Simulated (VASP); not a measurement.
# H6C2O in VASP: further runs, part 2 of 2

VASP 6.6.1.

## 3. Single point, PBE

INCAR reads:

```
ALGO = Normal ; EDIFF = 1E-6
ENCUT = 520 ; GGA = PE
ISIF = 2 ; ISMEAR = -1
LASPH = T ; LCHARG = F
LREAL = Auto ; LWAVE = F
NBANDS = 64 ; NELM = 80
PREC = Accurate ; SIGMA = 0.02
```

KPOINTS reads:

```
k-points
0
Gamma
  1 1 1
```

POSCAR reads:

```
H6C2O
1.0
    7.2936330000      0.0000000000      0.0000000000
    0.0000000000      7.2936330000      0.0000000000
    0.0000000000      0.0000000000      7.2936330000
C O H
8 4 24
Direct
    0.6352801135      0.7657363621      0.3817439128
    0.4317464287      0.7841496823      0.3821003881
    0.7914025836      0.3191824979      0.6265464687
    0.5954234330      0.3412839664      0.6740125257
    0.9847904330      0.8647953633      0.9361589759
    0.7814075647      0.8029331884      0.9361041336
    0.2106357696      0.1602904890      0.2214945556
    0.1008413777      0.3518411195      0.1645544820
    0.3522935689      0.6158522097      0.4453336218
    0.5522899219      0.4173640215      0.8436673466
    0.7680397410      0.6057475061      1.0280199182
   -0.0682375985      0.2828494387      0.1011155894
    0.2196024944      0.5957387765      0.4152800120
    0.3967432965      0.8735838505      0.5017801142
    0.3914098776      0.8504403772      0.2476406477
    0.6944413024      0.9016905567      0.3639338585
    0.6711607233      0.7038604767      0.5098556508
    0.6729156786      0.6610011773      0.2808202716
    0.4383549323      0.3710359433      0.9141397709
    0.5415545312      0.4281953863      0.5666586186
    0.5294617922      0.2203154450      0.6306733558
    0.8056341744      0.2818348551      0.4649808950
    0.8588038362      0.4586191820      0.6011544590
    0.9064207097      0.2404151676      0.7170363521
    0.6566274996      0.5555530419      1.0072757979
    0.6731898904      0.8707731798      1.0478180078
    0.7312953641      0.7654758609      0.7900315248
    0.9459483360      0.9931127601      0.9284399146
    1.0306660618      0.8236224663      1.0880722954
    1.0673007540      0.8180011251      0.8283937511
   -0.1393544205      0.3781380281      0.0559803324
    0.0860202316      0.4412478665      0.2776394151
    0.2046442425      0.4053672566      0.0658519561
    0.3623022985      0.1776206727      0.2409361699
    0.1546965689      0.1569725266      0.3830738399
    0.1523383477      0.0748598127      0.1103565260
```

Potentials or basis: VASP PAW PBE potentials, release 64 (C, O, H).

Command:

```sh
cat potpaw_PBE.64/C/POTCAR potpaw_PBE.64/O/POTCAR potpaw_PBE.64/H/POTCAR > POTCAR
mpirun -np 1 vasp_gam > vasp.out
```

OUTCAR:

```text
EDIFF = 1E-6
   ENCUT = 520
   GGA = PE
   ISIF = 2
   ISMEAR = -1
   LASPH = T
   LREAL = Auto
   NELM = 80
   PREC = Accurate

 ion  position               nearest neighbor table
   1  0.635  0.766  0.382-  17 1.07  16 1.09  18 1.10   2 1.49
   2  0.432  0.784  0.382-  14 1.12  15 1.13   9 1.43   1 1.49
   3  0.791  0.319  0.627-  23 1.14  24 1.21  22 1.21   4 1.48
   4  0.595  0.341  0.674-  21 1.05  20 1.08  10 1.39   3 1.48
   5  0.985  0.865  0.936-  28 0.98  30 1.05  29 1.20   6 1.55
   6  0.781  0.803  0.936-  27 1.16  26 1.24   5 1.55  11 1.59
   7  0.211  0.160  0.221-  36 1.11  34 1.12  35 1.25   8 1.66
   8  0.101  0.352  0.165-  32 1.06  33 1.12  12 1.41   7 1.66
   9  0.352  0.616  0.445-  13 1.00   2 1.43
  10  0.552  0.417  0.844-  19 1.03   4 1.39
  11  0.768  0.606  0.028-  25 0.90   6 1.59
  12  0.932  0.283  0.101-  31 0.93   8 1.41
  13  0.220  0.596  0.415-   9 1.00
  14  0.397  0.874  0.502-   2 1.12
  15  0.391  0.850  0.248-   2 1.13
  16  0.694  0.902  0.364-   1 1.09
  17  0.671  0.704  0.510-   1 1.07
[... 17 lines left out ...]
  35  0.155  0.157  0.383-   7 1.25
  36  0.152  0.075  0.110-   7 1.11

  LATTYP: Found a simple cubic cell.
[... 233 lines left out ...]
 k-point     1 :       0.0000    0.0000    0.0000
  band No.  band energies     occupation
      1     -22.6773      2.00000
      2     -22.4585      2.00000
      3     -22.1589      2.00000
      4     -21.4287      2.00000
      5     -15.7412      2.00000
      6     -15.5450      2.00000
[... 44 lines left out ...]
     51       5.1470      0.00000
     52       5.2952      0.00000
 [bands above 52 left out]

------------------------ aborting loop because EDIFF is reached ----------------------------------------

  FORCE on cell =-STRESS in cart. coord.  units (eV):
  Direction    XX          YY          ZZ          XY          YZ          ZX
  --------------------------------------------------------------------------------------
  -------------------------------------------------------------------------------------
  Total       -0.5510450     10.2720801     -9.7042401      1.1989850      2.6848516      5.8415992
  in kB       -2.2754427     42.4167373    -40.0719426      4.9509962     11.0866197     24.1218505
  external PRESSURE =       0.0231173 kB  Pullay stress =       0.0000000 kB

 VOLUME and BASIS-vectors are now :
 -----------------------------------------------------------------------------
  energy-cutoff  :      520.00
  volume of cell :      388.00
      direct lattice vectors                 reciprocal lattice vectors
     7.293633000  0.000000000  0.000000000     0.137105884  0.000000000  0.000000000
     0.000000000  7.293633000  0.000000000     0.000000000  0.137105884  0.000000000
     0.000000000  0.000000000  7.293633000     0.000000000  0.000000000  0.137105884

 POSITION                                       TOTAL-FORCE (eV/Angst)
 -----------------------------------------------------------------------------------
      4.63350      5.58500      2.78430        -0.464366     -0.923865     -0.076925
      3.14900      5.71930      2.78690        -0.734664      1.447610      1.258917
      5.77220      2.32800      4.56980         4.353808      0.602873     -1.943515
      4.34280      2.48920      4.91600        -0.182453      0.092130     -1.549028
      7.18270      6.30750      6.82800        -1.958825     -4.782501      4.299569
      5.69930      5.85630      6.82760        -1.918252     -3.885165      1.168384
[... 28 lines left out ...]
      1.12830      1.14490      2.79400         0.779056     -1.262900     -3.000962
      1.11110      0.54600      0.80490         0.725162     -0.466766      1.123218
 -----------------------------------------------------------------------------------
    total drift:                               -0.010422     -0.004145      0.002173

  FREE ENERGIE OF THE ION-ELECTRON SYSTEM (eV)
  ---------------------------------------------------
  free  energy   TOTEN  =      -182.8198150667 eV

  energy  without entropy=     -182.8198150667  energy(sigma->0) =     -182.81981507
```

Wall time 76 s (1 thread of Intel Xeon 8259CL, shared host); peak memory 0.36 GiB.

What came out:

| Quantity | Value |
| --- | --- |
| Free energy | -182.8198 eV |
| Pressure | 0.0 GPa |
| Largest force | 6.723 eV/Å |
| Band gap on the k mesh | 4.21 eV |

Forces in eV/Å, atoms in the order of the input:
```
C   -0.464 -0.924 -0.077
C   -0.735  1.448  1.259
C    4.354  0.603 -1.944
C   -0.182  0.092 -1.549
C   -1.959 -4.783  4.300
C   -1.918 -3.885  1.168
C   -1.846  3.042  3.226
C    2.214 -3.264 -0.835
O   -1.200 -1.213 -1.105
O   -2.147 -0.596  2.569
O    5.322  3.403  0.464
O    1.945 -1.959  0.856
H    1.358  0.711  0.076
H   -0.040  0.702 -0.911
H   -0.547 -0.885  0.772
H    0.464 -0.006 -0.163
H    0.560  0.041  0.993
H    0.466  0.510 -0.300
H    1.788  0.275 -1.858
H   -0.195  0.843 -0.309
H   -1.120 -1.948  0.718
H   -0.522 -0.332  2.566
H   -0.432 -0.594  0.888
H   -2.319  0.832 -1.315
H   -3.911 -1.408 -1.446
H    2.184 -0.078 -2.709
H    0.037  1.202  1.529
H    0.144  5.716 -0.179
H   -0.156  0.824 -2.463
H    0.844 -0.803 -1.138
H   -1.519  2.639 -1.084
H   -0.198  0.977  1.039
H   -0.992  0.672 -0.485
H   -0.780 -0.123 -0.674
H    0.779 -1.263 -3.001
H    0.725 -0.467  1.123
```

Levels at points of the mesh, in eV from the valence-band top:
```csv
k point,band 38,band 39,band 40,band 41,band 42,band 43
"(0.00, 0.00, 0.00)",-0.50,-0.42,0.00,4.21,5.32,5.74
```

Caveat: the k points lie up to 0.86 Å⁻¹ apart, too coarse for converged energies, forces and pressures.

## 4. Single point, PBE

INCAR reads:

```
SYSTEM = H6C2O
PREC = Accurate
ENCUT = 520
EDIFF = 1E-6
ISMEAR = -1
SIGMA = 0.02
LREAL = Auto
LASPH = .TRUE.
NELM = 100
ALGO = Normal
ISIF = 2
LWAVE = .FALSE.
LCHARG = .FALSE.
GGA = PE
NBANDS = 64
```

KPOINTS reads:

```
Automatic mesh
0
G
  1 1 1
  0 0 0
```

POSCAR reads:

```
H6C2O
1.0
    7.2936330000      0.0000000000      0.0000000000
    0.0000000000      7.2936330000      0.0000000000
    0.0000000000      0.0000000000      7.2936330000
C O H
8 4 24
Direct
    0.5556627267      0.8626976433      0.3381853735
    0.3496611360      0.7544662584      0.3610409243
    0.8209900334      0.3942342588      0.5298456887
    0.6470026666      0.3210334274      0.5786005410
    0.9533657644      0.8545809749      0.8561439820
    0.7631999033      0.8140113439      0.9079151638
    0.2228793250      0.1776618045      0.1985156094
    0.0801246786      0.3201833709      0.1521189783
    0.3222262486      0.6074476190      0.4721926645
    0.6036909178      0.3179622556      0.7640362492
    0.7327075547      0.6435064665      0.9835701906
   -0.1091362837      0.2611318667      0.0963854364
    0.2109511131      0.5344798676      0.4664067962
    0.2625851890      0.8712530504      0.3781380281
    0.3704738091      0.7147878156      0.2208364474
    0.4796786457      0.9677207504      0.2695638785
    0.5887600871      0.9177730769      0.4923060977
    0.6265464687      0.7492013925      0.2946816765
    0.4959256930      0.2435823135      0.7885644918
    0.5473266889      0.4003491813      0.5052351825
    0.6341558452      0.1827621434      0.5130365073
    0.8630129868      0.3715980774      0.3885306541
    0.8115297274      0.5489582489      0.5652190068
    0.9345822583      0.3611780302      0.6239962992
    0.7243029640      0.5068530320      0.8873081495
    0.7016119402      0.8796850623      1.0206162005
    0.6833905682      0.8233482546      0.7944600448
    0.9895891389      0.9948265837      0.7772395458
    1.0254286170      0.8046470120      0.9872720495
    1.0153513345      0.7478166231      0.7762798046
   -0.1528730607      0.3984571201      0.0533341889
    0.0556786995      0.3861998540      0.3011393636
    0.1511455265      0.4228619674      0.0497420147
    0.3328930863      0.2388384499      0.2561137913
    0.1482525924      0.0949595353      0.3027709236
    0.2446380288      0.1160601308      0.0541705348
```

Command:

```sh
cat potpaw_PBE.64/C/POTCAR potpaw_PBE.64/O/POTCAR potpaw_PBE.64/H/POTCAR > POTCAR
mpirun -np 1 vasp_gam > vasp.out
```

Wall time 91 s (1 thread of Intel Xeon 8259CL, shared host); peak memory 0.35 GiB.

It converged, with:

```
Free energy            : -181.7988 eV
Pressure               : 1.2 GPa
Largest force          : 7.484 eV/Å
Band gap on the k mesh : 4.31 eV
```

Forces in eV/Å, atoms in the order of the input:
```
C   -3.635  0.431  6.528
C    1.868  1.283 -1.610
C    2.577  3.629  1.631
C   -2.296 -2.746 -2.066
C    2.607  0.832  1.015
C    0.225 -0.326 -0.122
C   -4.502 -2.148 -3.219
C   -0.228  2.466  1.629
O    1.095 -1.121  2.240
O    0.519  0.283  1.777
O    0.071 -7.136 -0.871
O    1.474  3.610 -0.917
H   -0.260  0.613 -0.687
H   -1.200  0.141  0.232
H   -1.432 -0.523 -1.247
H    1.123  0.765 -1.302
H    0.087 -0.914 -2.647
H    2.274 -1.049 -1.416
H    0.092  0.136 -0.030
H   -0.915  0.623 -0.400
H    0.056  0.057  0.626
H   -0.542  0.041  0.029
H    0.299 -0.989 -0.949
H    0.077 -0.774 -0.072
H   -0.244  3.958  1.799
H   -0.070  2.420  0.798
H   -2.389  0.696 -2.819
H   -0.586 -1.935  1.933
H    0.337  1.841 -0.641
H   -0.275 -0.763 -1.395
H    0.527 -3.125  1.008
H    0.615  0.060 -2.359
H   -1.393 -0.856  1.139
H    2.888  1.528  1.147
H    0.722 -0.580 -0.639
H    0.435 -0.427  1.877
```

Stress tensor (GPa, compression positive):
```
 3.48 -1.39  1.72
-1.39  0.23 -0.35
 1.72 -0.35 -0.13
```

Levels at points of the mesh, in eV from the valence-band top:
```tsv
k point	band 38	band 39	band 40	band 41	band 42	band 43
(0.00, 0.00, 0.00)	-0.20	-0.08	0.00	4.31	5.65	5.74
```

Caveat: the k points lie up to 0.86 Å⁻¹ apart, too coarse for converged energies, forces and pressures.

## 5. Summary

| cell | gap on the mesh (eV) | pressure (GPa) | largest force (eV/Å) |
| --- | --- | --- | --- |
| as given, atomic positions A | 4.40 | 0.4 | 0.23 |
| as given, atomic positions B | 4.21 | 0.0 | 6.72 |
| as given, atomic positions C | 4.31 | 1.2 | 7.48 |

Alike in all rows: task single point; level PBE; potentials or basis VASP PAW PBE potentials, release 64 (C, O, H); no spin polarisation; k mesh 1 × 1 × 1; cutoff (eV) 520; smearing fermi-dirac 0.02 eV.

Caveats: all runs use coarse meshes.

Total energies depend on the potentials used, so only differences within one code and one set of settings carry meaning.
